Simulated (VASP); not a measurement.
# Si2GeF4 (I4/mmm) in VASP: further runs, part 2 of 2

VASP 6.6.1. The steps go on from the part before.

## Step 3: Single point, PBE

This run uses another cell than the first one, of 14.31 Å³/atom.

The input, INCAR:

```
ALGO = Normal
EDIFF = 1E-6
ENCUT = 520
GGA = PE
ISIF = 2
ISMEAR = 0
LASPH = True
LCHARG = True
LELF = True
LREAL = False
LVHAR = True
LWAVE = False
NBANDS = 34
NELM = 80
PREC = Accurate
SIGMA = 0.1
```

The input, KPOINTS:

```
k-points
0
Gamma
  12 12 12
```

The input, POSCAR:

```
Si2GeF4
1.0
   -2.2632140901      2.2632140901      4.8890615123
    2.2632140901     -2.2632140901      4.8890615123
    2.2632140901      2.2632140901     -4.8890615123
Si Ge F
2 1 4
Direct
    0.2500000000      0.7500000000      0.5000000000
    0.7500000000      0.2500000000      0.5000000000
    0.0000000000      0.0000000000      0.0000000000
    0.6743715801      0.6743715801      0.0000000000
    0.3256284199      0.3256284199      0.0000000000
    0.0000000000      0.5000000000      0.5000000000
    0.5000000000      0.0000000000      0.5000000000
```

Potentials or basis: VASP PAW PBE potentials, release 64 (Si, Ge_d, F).

Started as:

```console
cat potpaw_PBE.64/Si/POTCAR potpaw_PBE.64/Ge_d/POTCAR potpaw_PBE.64/F/POTCAR > POTCAR
mpirun -np 1 vasp_std > vasp.out
```

OUTCAR:

```text
EDIFF = 1E-6
   ENCUT = 520
   GGA = PE
   ISIF = 2
   ISMEAR = 0
   LASPH = True
   LREAL = False
   NELM = 80
   PREC = Accurate

 ion  position               nearest neighbor table
   1  0.250  0.750  0.500-   5 2.38   4 2.38   5 2.38   4 2.38   6 2.44   7 2.44
   2  0.750  0.250  0.500-   5 2.38   4 2.38   5 2.38   4 2.38   6 2.44   7 2.44
   3  0.000  0.000  0.000-   6 2.26   7 2.26   6 2.26   7 2.26
   4  0.674  0.674  0.000-   1 2.38   2 2.38   1 2.38   2 2.38
   5  0.326  0.326  0.000-   1 2.38   2 2.38   1 2.38   2 2.38
   6  0.000  0.500  0.500-   3 2.26   3 2.26   1 2.44   2 2.44
   7  0.500  0.000  0.500-   3 2.26   3 2.26   1 2.44   2 2.44

  LATTYP: Found a body centered tetragonal cell.
 ALAT       =     4.5264281802
 C/A-ratio  =     2.1602293542

  Lattice vectors:

 A1 = (  -2.2632140901,   2.2632140901,   4.8890615123)
 A2 = (   2.2632140901,  -2.2632140901,   4.8890615123)
 A3 = (   2.2632140901,   2.2632140901,  -4.8890615123)

Analysis of symmetry for initial positions (statically):
=====================================================================
 Subroutine PRICEL returns:
 Original cell was already a primitive cell.

 Routine SETGRP: Setting up the symmetry group for a
 body centered tetragonal supercell.

 Subroutine GETGRP returns: Found 16 space group operations
 (whereof 16 operations were pure point group operations)
 out of a pool of 16 trial point group operations.

The static configuration has the point symmetry D_4h.

Analysis of symmetry for dynamics (positions and initial velocities):
=====================================================================
 Subroutine PRICEL returns:
 Original cell was already a primitive cell.

 Routine SETGRP: Setting up the symmetry group for a
 body centered tetragonal supercell.

 Subroutine GETGRP returns: Found 16 space group operations
 (whereof 16 operations were pure point group operations)
 out of a pool of 16 trial point group operations.

The dynamic configuration has the point symmetry D_4h.

 Subroutine INISYM returns: Found 16 space group operations
 (whereof 16 operations are pure point group operations),
 and found     1 'primitive' translations

----------------------------------------------------------------------------------------

                                     Primitive cell

  volume of cell :     100.1698

  direct lattice vectors                    reciprocal lattice vectors
    -2.263214090  2.263214090  4.889061512     0.000000000  0.220924747  0.102269116
     2.263214090 -2.263214090  4.889061512     0.220924747  0.000000000  0.102269116
     2.263214090  2.263214090 -4.889061512     0.220924747  0.220924747  0.000000000

  length of vectors
     5.843560431  5.843560431  5.843560431     0.243447563  0.243447563  0.312434773

  position of ions in fractional coordinates (direct lattice)
     0.250000000  0.750000000  0.500000000
     0.750000000  0.250000000  0.500000000
     0.000000000  0.000000000  0.000000000
     0.674371580  0.674371580  0.000000000
     0.325628420  0.325628420  0.000000000
     0.000000000  0.500000000  0.500000000
     0.500000000  0.000000000  0.500000000
[... 40 lines left out ...]
  0.083333  0.000000 -0.000000      8.000000
  0.166667  0.000000  0.000000      8.000000
  0.250000  0.000000  0.000000      8.000000
  0.333333  0.000000  0.000000      8.000000
  0.416667 -0.000000  0.000000      8.000000
[... 16 lines left out ...]
  0.500000  0.166667 -0.000000     16.000000
 -0.416667  0.166667 -0.000000     16.000000
 [... further k-points ...]
   k-points           NKPTS =    163   k-points in BZ     NKDIM =    163   number of bands    NBANDS=     34
   number of dos      NEDOS =    301   number of ions     NIONS =      7
   total plane-waves  NPLWV = 110592
   dimension x,y,z NGX =    48 NGY =   48 NGZ =   48
   dimension x,y,z NGXF=    96 NGYF=   96 NGZF=   96
   ions per type =               2   1   4
   NGX,Y,Z   is equivalent  to a cutoff of  13.66, 13.66, 13.66 a.u.
   NGXF,Y,Z  is equivalent  to a cutoff of  27.31, 27.31, 27.31 a.u.
 SYSTEM =  unknown system
   PREC   = accura    normal or accurate (medium, high low for compatibility)
   ISTART =      0    job   : 0-new  1-cont  2-samecut
   ICHARG =      2    charge: 1-file 2-atom 10-const
   ISPIN  =      1    spin polarized calculation?
   LNONCOLLINEAR =      F non collinear calculations
   LSORBIT =      F    spin-orbit coupling
   LASPH  =      T    aspherical Exc in radial PAW
   ENCUT  =  520.0 eV  38.22 Ry    6.18 a.u.  10.87 10.87 10.87*2*pi/ulx,y,z
   NELM   =     80;   NELMIN=  2; NELMDL= -5     # of ELM steps
   EDIFF  = 0.1E-05   stopping-criterion for ELM
   LREAL  =      F    real-space projection
   EDIFFG = 0.1E-04   stopping-criterion for IOM
   NSW    =      0    number of steps for IOM
   IBRION =     -1    ionic relax: 0-MD 1-quasi-New 2-CG
   NFREE  =      0    steps in history (QN), initial steepest desc. (CG)
   ISIF   =      2    stress and relaxation
   ISYM   =      2    0-nonsym 1-usesym 2-fastsym
   POTIM  = 0.5000    time-step for ionic-motion
   TEBEG  =    0.0;   TEEND  =   0.0 temperature during run
   PSTRESS=    0.0 pullay stress
   NELECT =      50.0000    total number of electrons
   NUPDOWN=      -1.0000    fix difference up-down
   EMIN   =  10.00;   EMAX   =-10.00  energy-range for DOS
   EFERMI =   0.00;   METHOD = LEGACY
   ISMEAR =     0;   SIGMA  =   0.10  broadening in eV -4-tet -1-fermi 0-gaus
   EFERMI_NEDOS =   21; number of points for ismear=-14 and -15
   IALGO  =     38    algorithm
   IMIX   =      4    mixing-type and parameters
     AMIX     =   0.40;   BMIX     =  1.00
     AMIX_MAG =   1.60;   BMIX_MAG =  1.00
  volume/ion in A,a.u.               =      14.31        96.57
  Fermi-wavevector in a.u.,A,eV,Ry     =   1.298631  2.454058 22.945458  1.686444
  Thomas-Fermi vector in A             =   2.429947
   LORBIT       =      0    0 simple, 1 ext, 2 COOP (PROOUT), +10 PAW based schemes
   GGA     = PE    functional components
   LHFCALC =     F    Hartree Fock is set to
   AEXX    =    0.0000 exact exchange contribution
   IVDW    =     0    specifies the selected vdW correction
   LEPSILON=     F    determine dielectric tensor
   LRPA    =     F    only Hartree local field effects (RPA)
 non-spin polarized calculation
 Gauss-broadening in eV      SIGMA  =   0.10
  energy-cutoff  :      520.00
  volume of cell :      100.17
 maximum number of plane-waves:      2730
 NGX is ok and might be reduce to    48
   NGX = 21   NGY = 21   NGZ = 21

 number of electron      49.9999998 magnetization

 Free energy of the ion-electron system (eV)
  ---------------------------------------------------
  ext. energy  EPLUGINS =         0.00000000
  ---------------------------------------------------
  free energy    TOTEN  =       -29.23000499 eV

  energy without entropy =      -29.22082739  energy(sigma->0) =      -29.22541619

 E-fermi :   4.5967     XC(G=0): -10.0078

 val. band max:        4.5918163931   @ k =  -0.2500   0.5000   0.1667
 cond. band min:       4.5990512584   @ k =  -0.0833  -0.1667   0.0833
 fundamental gap:      0.0072348652
 Fermi energy:         4.5967301271

 k-point     1 :       0.0000    0.0000    0.0000
  band No.  band energies     occupation
      1     -20.8300      2.00000
      2     -20.6702      2.00000
      3     -20.5668      2.00000
      4     -20.5403      2.00000
      5     -20.5403      2.00000
      6     -19.6744      2.00000
[... 877 lines left out ...]
     33       9.4166      0.00000
     34      13.2912      0.00000

 [... further k-points ...]

------------------------ aborting loop because EDIFF is reached ----------------------------------------

  FORCE on cell =-STRESS in cart. coord.  units (eV):
  Direction    XX          YY          ZZ          XY          YZ          ZX
  --------------------------------------------------------------------------------------
  -------------------------------------------------------------------------------------
  Total       -0.1518546     -0.1518546     -0.1816223      0.0000000     -0.0000000      0.0000000
  in kB       -2.4288553     -2.4288553     -2.9049791      0.0000000     -0.0000000      0.0000000
  external PRESSURE =      -2.5875632 kB  Pullay stress =       0.0000000 kB

 VOLUME and BASIS-vectors are now :
 -----------------------------------------------------------------------------
  energy-cutoff  :      520.00
  volume of cell :      100.17
      direct lattice vectors                 reciprocal lattice vectors
    -2.263214090  2.263214090  4.889061512     0.000000000  0.220924747  0.102269116
     2.263214090 -2.263214090  4.889061512     0.220924747  0.000000000  0.102269116
     2.263214090  2.263214090 -4.889061512     0.220924747  0.220924747  0.000000000

 POSITION                                       TOTAL-FORCE (eV/Angst)
 -----------------------------------------------------------------------------------
      2.26321      0.00000      2.44453        -0.000000     -0.000000      0.000000
      0.00000      2.26321      2.44453        -0.000000     -0.000000      0.000000
      0.00000      0.00000      0.00000        -0.000000     -0.000000      0.000000
      0.00000      0.00000      6.59409         0.000000      0.000000      0.002890
      0.00000      0.00000      3.18403        -0.000000     -0.000000     -0.002890
      2.26321      0.00000      0.00000        -0.000000     -0.000000      0.000000
      0.00000      2.26321      0.00000        -0.000000     -0.000000      0.000000
 -----------------------------------------------------------------------------------
    total drift:                                0.000000      0.000000     -0.000000

  FREE ENERGIE OF THE ION-ELECTRON SYSTEM (eV)
  ---------------------------------------------------
  free  energy   TOTEN  =       -29.2300049854 eV

  energy  without entropy=      -29.2208273912  energy(sigma->0) =      -29.22541619
```

Run time: 11 min. Hardware: 1 thread of Intel Xeon Platinum 8488C (Sapphire Rapids), shared host; peak memory 0.65 GiB.

Results:

```yaml
Free_energy: -29.2300 eV
Pressure: -0.3 GPa
Band_gap_on_the_k_mesh: zero (bands 25 and 26 overlap by 1.51 eV)
```

Forces in eV/Å, atoms in the order of the input:
```
Si   0.000  0.000  0.000
Si   0.000  0.000  0.000
Ge   0.000  0.000  0.000
F    0.000  0.000  0.003
F    0.000  0.000 -0.003
F    0.000  0.000  0.000
F    0.000  0.000  0.000
```
